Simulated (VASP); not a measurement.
# BeTe (gw) (F-43m) in VASP: single point with PBEsol

Aim: the single point of BeTe (gw) with PBEsol.

All numbers are computed with VASP 6.6.1; they aren't measurements. Logs are shortened: lines on timing, memory, paths and dates and some standing lists are left out, and cuts for length are marked.

**1. The cell of the first run**

It takes space group F-43m (No. 216, cubic). The conventional cell has a = 5.549 Å, b = 5.549 Å, c = 5.549 Å, α = 90.00°, β = 90.00°, γ = 90.00°. Be (site symmetry -43m) has 4 Te at 2.40 Å within 3.2 Å. Within 3.2 Å of Te (site symmetry -43m) lie 4 Be at 2.40 Å.

**2. Single point, PBEsol**

Input file INCAR:

```
SYSTEM = BeTe
PREC = Accurate
ENCUT = 600
EDIFF = 1E-6
ISMEAR = 0
SIGMA = 0.01
LREAL = .False.
LASPH = .True.
NELM = 120
ALGO = Normal
ISIF = 2
LWAVE = .False.
LCHARG = .False.
GGA = PS
NBANDS = 11
GGA_COMPAT = .False.
```

Input file KPOINTS:

```
Automatic mesh
0
Gamma
  4 4 4
  0 0 0
```

Input file POSCAR:

```
BeTe
1.0
    0.0000000000      2.7745219524      2.7745219524
    2.7745219524      0.0000000000      2.7745219524
    2.7745219524      2.7745219524      0.0000000000
Be Te
1 1
Direct
    0.0000000000      0.0000000000      0.0000000000
    0.2500000000      0.2500000000      0.2500000000
```

Potentials or basis: VASP PAW PBE potentials, release 64 (Be, Te).

On the command line:

```console
cat potpaw_PBE.64/Be/POTCAR potpaw_PBE.64/Te/POTCAR > POTCAR
mpirun -np 1 vasp_std > vasp.out
```

OUTCAR:

```text
SYSTEM = BeTe
   PREC = Accurate
   ENCUT = 600
   EDIFF = 1E-6
   ISMEAR = 0
   LREAL = .False.
   LASPH = .True.
   NELM = 120
   ISIF = 2
   GGA = PS

 ion  position               nearest neighbor table
   1  0.000  0.000  0.000-   2 2.40   2 2.40   2 2.40   2 2.40
   2  0.250  0.250  0.250-   1 2.40   1 2.40   1 2.40   1 2.40

  LATTYP: Found a face centered cubic cell.
 ALAT       =     5.5490439048

  Lattice vectors:

 A1 = (   0.0000000000,   2.7745219524,   2.7745219524)
 A2 = (   2.7745219524,   0.0000000000,   2.7745219524)
 A3 = (   2.7745219524,   2.7745219524,   0.0000000000)

Analysis of symmetry for initial positions (statically):
=====================================================================
 Subroutine PRICEL returns:
 Original cell was already a primitive cell.

 Routine SETGRP: Setting up the symmetry group for a
 face centered cubic supercell.

 Subroutine GETGRP returns: Found 24 space group operations
 (whereof 24 operations were pure point group operations)
 out of a pool of 48 trial point group operations.

The static configuration has the point symmetry T_d .

Analysis of symmetry for dynamics (positions and initial velocities):
=====================================================================
 Subroutine PRICEL returns:
 Original cell was already a primitive cell.

 Routine SETGRP: Setting up the symmetry group for a
 face centered cubic supercell.

 Subroutine GETGRP returns: Found 24 space group operations
 (whereof 24 operations were pure point group operations)
 out of a pool of 48 trial point group operations.

The dynamic configuration has the point symmetry T_d .

 Subroutine INISYM returns: Found 24 space group operations
 (whereof 24 operations are pure point group operations),
 and found     1 'primitive' translations

----------------------------------------------------------------------------------------

                                     Primitive cell

  volume of cell :      42.7164

  direct lattice vectors                    reciprocal lattice vectors
     0.000000000  2.774521952  2.774521952    -0.180211225  0.180211225  0.180211225
     2.774521952  0.000000000  2.774521952     0.180211225 -0.180211225  0.180211225
     2.774521952  2.774521952  0.000000000     0.180211225  0.180211225 -0.180211225

  length of vectors
     3.923766574  3.923766574  3.923766574     0.312134998  0.312134998  0.312134998

  position of ions in fractional coordinates (direct lattice)
     0.000000000  0.000000000  0.000000000
     0.250000000  0.250000000  0.250000000

  ion indices of the primitive-cell ions
   primitive index   ion index
                 1           1
                 2           2

----------------------------------------------------------------------------------------

 KPOINTS: Automatic mesh

Automatic generation of k-mesh.
 Grid dimensions read from file:
 generate k-points for:    4    4    4

 Generating k-lattice:

  Cartesian coordinates                     Fractional coordinates (reciprocal lattice)
    -0.045052806  0.045052806  0.045052806     0.250000000  0.000000000  0.000000000
     0.045052806 -0.045052806  0.045052806     0.000000000  0.250000000  0.000000000
     0.045052806  0.045052806 -0.045052806     0.000000000  0.000000000  0.250000000

  Length of vectors
     0.078033749  0.078033749  0.078033749

  Shift w.r.t. Gamma in fractional coordinates (k-lattice)
     0.000000000  0.000000000  0.000000000

 Subroutine IBZKPT returns following result:
 ===========================================

 Found      8 irreducible k-points:

 Following reciprocal coordinates:
            Coordinates               Weight
  0.000000  0.000000  0.000000      1.000000
  0.250000  0.000000  0.000000      8.000000
  0.500000  0.000000  0.000000      4.000000
  0.250000  0.250000  0.000000      6.000000
  0.500000  0.250000  0.000000     24.000000
 -0.250000  0.250000  0.000000     12.000000
  0.500000  0.500000  0.000000      3.000000
 -0.250000  0.500000  0.250000      6.000000
   k-points           NKPTS =      8   k-points in BZ     NKDIM =      8   number of bands    NBANDS=     11
   number of dos      NEDOS =    301   number of ions     NIONS =      2
   total plane-waves  NPLWV =  32768
   dimension x,y,z NGX =    32 NGY =   32 NGZ =   32
   dimension x,y,z NGXF=    64 NGYF=   64 NGZF=   64
   ions per type =               1   1
   NGX,Y,Z   is equivalent  to a cutoff of  13.56, 13.56, 13.56 a.u.
   NGXF,Y,Z  is equivalent  to a cutoff of  27.12, 27.12, 27.12 a.u.
 SYSTEM =  BeTe
   PREC   = accura    normal or accurate (medium, high low for compatibility)
   ISTART =      0    job   : 0-new  1-cont  2-samecut
   ICHARG =      2    charge: 1-file 2-atom 10-const
   ISPIN  =      1    spin polarized calculation?
   LNONCOLLINEAR =      F non collinear calculations
   LSORBIT =      F    spin-orbit coupling
   LASPH  =      T    aspherical Exc in radial PAW
   ENCUT  =  600.0 eV  44.10 Ry    6.64 a.u.   7.84  7.84  7.84*2*pi/ulx,y,z
   NELM   =    120;   NELMIN=  2; NELMDL= -5     # of ELM steps
   EDIFF  = 0.1E-05   stopping-criterion for ELM
   LREAL  =      F    real-space projection
   EDIFFG = 0.1E-04   stopping-criterion for IOM
   NSW    =      0    number of steps for IOM
   IBRION =     -1    ionic relax: 0-MD 1-quasi-New 2-CG
   NFREE  =      0    steps in history (QN), initial steepest desc. (CG)
   ISIF   =      2    stress and relaxation
   ISYM   =      2    0-nonsym 1-usesym 2-fastsym
   POTIM  = 0.5000    time-step for ionic-motion
   TEBEG  =    0.0;   TEEND  =   0.0 temperature during run
   PSTRESS=    0.0 pullay stress
   NELECT =       8.0000    total number of electrons
   NUPDOWN=      -1.0000    fix difference up-down
   EMIN   =  10.00;   EMAX   =-10.00  energy-range for DOS
   EFERMI =   0.00;   METHOD = LEGACY
   ISMEAR =     0;   SIGMA  =   0.01  broadening in eV -4-tet -1-fermi 0-gaus
   EFERMI_NEDOS =   21; number of points for ismear=-14 and -15
   IALGO  =     38    algorithm
   IMIX   =      4    mixing-type and parameters
     AMIX     =   0.40;   BMIX     =  1.00
     AMIX_MAG =   1.60;   BMIX_MAG =  1.00
  volume/ion in A,a.u.               =      21.36       144.13
  Fermi-wavevector in a.u.,A,eV,Ry     =   0.936641  1.769996 11.936351  0.877297
  Thomas-Fermi vector in A             =   2.063671
   LORBIT       =      0    0 simple, 1 ext, 2 COOP (PROOUT), +10 PAW based schemes
   GGA     = PS    functional components
   LHFCALC =     F    Hartree Fock is set to
   AEXX    =    0.0000 exact exchange contribution
   IVDW    =     0    specifies the selected vdW correction
   LEPSILON=     F    determine dielectric tensor
   LRPA    =     F    only Hartree local field effects (RPA)
 non-spin polarized calculation
 Gauss-broadening in eV      SIGMA  =   0.01
  energy-cutoff  :      600.00
  volume of cell :       42.72
 maximum number of plane-waves:      1458
   NGX = 15   NGY = 15   NGZ = 15

 number of electron       8.0000000 magnetization

 Free energy of the ion-electron system (eV)
  ---------------------------------------------------
  ext. energy  EPLUGINS =         0.00000000
  ---------------------------------------------------
  free energy    TOTEN  =        -8.11841444 eV

  energy without entropy =       -8.11841444  energy(sigma->0) =       -8.11841444

 E-fermi :   5.6444     XC(G=0):  -9.3673

 val. band max:        5.5359150162   @ k =   0.0000   0.0000   0.0000
 cond. band min:       7.2625772442   @ k =   0.5000   0.5000   0.0000
 fundamental gap:      1.7266622281
 Fermi energy:         5.6443616141

 k-point     1 :       0.0000    0.0000    0.0000
  band No.  band energies     occupation
      1      -7.0995      2.00000
      2       5.5359      2.00000
      3       5.5359      2.00000
      4       5.5359      2.00000
      5       9.0808      0.00000
      6       9.0808      0.00000
      7       9.0808      0.00000
      8       9.5905      0.00000
      9      13.7823      0.00000
     10      15.8613      0.00000
     11      15.8613      0.00000

 k-point     2 :       0.2500    0.0000    0.0000
  band No.  band energies     occupation
      1      -6.5022      2.00000
      2       2.0283      2.00000
      3       4.8070      2.00000
      4       4.8070      2.00000
      5       8.8967      0.00000
      6       9.9950      0.00000
      7       9.9950      0.00000
      8      12.7253      0.00000
      9      14.5167      0.00000
     10      14.5431      0.00000
     11      14.5431      0.00000

 k-point     3 :       0.5000    0.0000    0.0000
  band No.  band energies     occupation
      1      -5.6313      2.00000
      2      -0.3415      2.00000
      3       4.3217      2.00000
      4       4.3217      2.00000
      5       8.6812      0.00000
      6      10.0559      0.00000
      7      10.0559      0.00000
      8      13.1671      0.00000
      9      16.5633      0.00000
     10      17.1581      0.00000
     11      17.1581      0.00000

 k-point     4 :       0.2500    0.2500    0.0000
  band No.  band energies     occupation
      1      -6.2989      2.00000
      2       2.5275      2.00000
      3       3.7200      2.00000
      4       3.7200      2.00000
      5       7.9983      0.00000
      6       9.8534      0.00000
      7      12.0831      0.00000
      8      12.0831      0.00000
      9      14.4531      0.00000
     10      16.3411      0.00000
     11      16.8542      0.00000

 k-point     5 :       0.5000    0.2500    0.0000
  band No.  band energies     occupation
      1      -5.4037      2.00000
      2       0.4189      2.00000
      3       2.3401      2.00000
      4       3.3656      2.00000
      5       8.3493      0.00000
      6      11.0401      0.00000
      7      12.1785      0.00000
      8      12.4471      0.00000
      9      16.0198      0.00000
     10      17.4369      0.00000
     11      18.1365      0.00000

 k-point     6 :      -0.2500    0.2500    0.0000
  band No.  band energies     occupation
      1      -5.7183      2.00000
      2       0.9450      2.00000
      3       2.1406      2.00000
      4       4.2376      2.00000
      5       9.2246      0.00000
      6      11.0848      0.00000
      7      11.7245      0.00000
      8      12.2989      0.00000
      9      13.8868      0.00000
     10      15.4894      0.00000
     11      18.1023      0.00000

 k-point     7 :       0.5000    0.5000    0.0000
  band No.  band energies     occupation
      1      -5.0929      2.00000
      2       0.1536      2.00000
      3       2.7001      2.00000
      4       2.7001      2.00000
      5       7.2626      0.00000
      6       8.0707      0.00000
      7      15.5171      0.00000
      8      15.5171      0.00000
      9      17.2953      0.00000
     10      18.9382      0.00000
     11      19.1090      0.00000

 k-point     8 :      -0.2500    0.5000    0.2500
  band No.  band energies     occupation
      1      -5.0519      2.00000
      2       0.7464      2.00000
      3       1.5522      2.00000
      4       2.0647      2.00000
      5      10.7231      0.00000
      6      10.9730      0.00000
      7      11.1326      0.00000
      8      11.8809      0.00000
      9      16.6448      0.00000
     10      17.5354      0.00000
     11      18.5435      0.00000

------------------------ aborting loop because EDIFF is reached ----------------------------------------

  FORCE on cell =-STRESS in cart. coord.  units (eV):
  Direction    XX          YY          ZZ          XY          YZ          ZX
  --------------------------------------------------------------------------------------
  -------------------------------------------------------------------------------------
  Total        0.7252395      0.7252395      0.7252395     -0.0000000     -0.0000000      0.0000000
  in kB       27.2017929     27.2017929     27.2017929     -0.0000000     -0.0000000      0.0000000
  external PRESSURE =      27.2017929 kB  Pullay stress =       0.0000000 kB

 VOLUME and BASIS-vectors are now :
 -----------------------------------------------------------------------------
  energy-cutoff  :      600.00
  volume of cell :       42.72
      direct lattice vectors                 reciprocal lattice vectors
     0.000000000  2.774521952  2.774521952    -0.180211225  0.180211225  0.180211225
     2.774521952  0.000000000  2.774521952     0.180211225 -0.180211225  0.180211225
     2.774521952  2.774521952  0.000000000     0.180211225  0.180211225 -0.180211225

 POSITION                                       TOTAL-FORCE (eV/Angst)
 -----------------------------------------------------------------------------------
      0.00000      0.00000      0.00000         0.000000      0.000000     -0.000000
      1.38726      1.38726      1.38726        -0.000000     -0.000000      0.000000
 -----------------------------------------------------------------------------------
    total drift:                                0.000000      0.000000      0.000000

  FREE ENERGIE OF THE ION-ELECTRON SYSTEM (eV)
  ---------------------------------------------------
  free  energy   TOTEN  =        -8.1184144447 eV

  energy  without entropy=       -8.1184144447  energy(sigma->0) =       -8.11841444
```

It took 6.9 s on 1 thread of Intel Xeon 8259CL, shared host; peak memory 0.17 GiB.

Results:

| Property | Result |
| --- | --- |
| Free energy | -8.1184 eV |
| Pressure | 2.7 GPa |
| Band gap on the k mesh | 1.73 eV, indirect (least direct gap 3.54 eV) |

Caveat: the k points lie up to 0.49 Å⁻¹ apart; the PAW data sets were made with another functional, which shifts forces and pressure a little; spin-orbit coupling is left out, which moves the levels of the heavy elements.
